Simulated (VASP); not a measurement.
Write the native input for VASP 6.6.1 that does the following.

| Quantity | Value |
| --- | --- |
| Task | single point |
| Functional | PBE |
| Potentials or basis | VASP PAW PBE potentials, release 64 (Ti_sv, O) |
| Cutoff | 600 eV |
| k mesh | 8 × 8 × 8 |
| Occupations | gaussian, width 0.02 eV |
| Spin | no spin polarisation |
| Hubbard terms | Ti d U = 4.0 eV |
| Dipole correction | no |
| Further INCAR settings | ALGO = Normal; EDIFF = 1e-06; NBANDS = 33 |

The structure of TiO2 lies in POSCAR:

```
TiO2
1.0
   -1.8921000000      1.8921000000      4.7573000000
    1.8921000000     -1.8921000000      4.7573000000
    1.8921000000      1.8921000000     -4.7573000000
Ti O
2 4
Direct
    0.0000000000      0.0000000000      0.0000000000
    0.7500000000      0.2500000000      0.5000000000
    0.2085093428      0.2085093428      0.0000000000
    0.9585093428      0.4585093428      0.5000000000
    0.5414906572      0.0414906572      0.5000000000
    0.7914906572      0.7914906572      0.0000000000
```

One way to write it, as run:

INCAR

```
SYSTEM = TiO2
PREC = Accurate ; ENCUT = 600
EDIFF = 1E-6 ; ISMEAR = 0
SIGMA = 0.02 ; LREAL = .FALSE.
LASPH = .TRUE. ; NELM = 200
ALGO = Normal ; ISIF = 2
LWAVE = .FALSE. ; LCHARG = .FALSE.
LMAXMIX = 4 ; LDAU = .TRUE.
LDAUTYPE = 2 ; LDAUL = 2 -1
LDAUU = 4 0 ; LDAUJ = 0 0
LDAUPRINT = 1 ; GGA = PE
NBANDS = 33 ; GGA_COMPAT = .FALSE.
```

KPOINTS

```
regular mesh
0
G
  8 8 8
  0 0 0
```

Potentials or basis: VASP PAW PBE potentials, release 64 (Ti_sv, O).

Run with:

```sh
$ cat potpaw_PBE.64/Ti_sv/POTCAR potpaw_PBE.64/O/POTCAR > POTCAR
$ mpirun -np 1 vasp_std > vasp.out
```

It gave:

```json
{
  "Pressure": "12.9 GPa",
  "Largest force": "0.167 eV/Å",
  "Band gap on the k mesh": "2.70 eV (least direct gap 3.04 eV)"
}
```

Caveat: the cell stands under pressure.

Run time: 6.9 min on 1 thread of Oxide Virtual Turin-like Processor (shared host), peak memory 0.36 GiB.
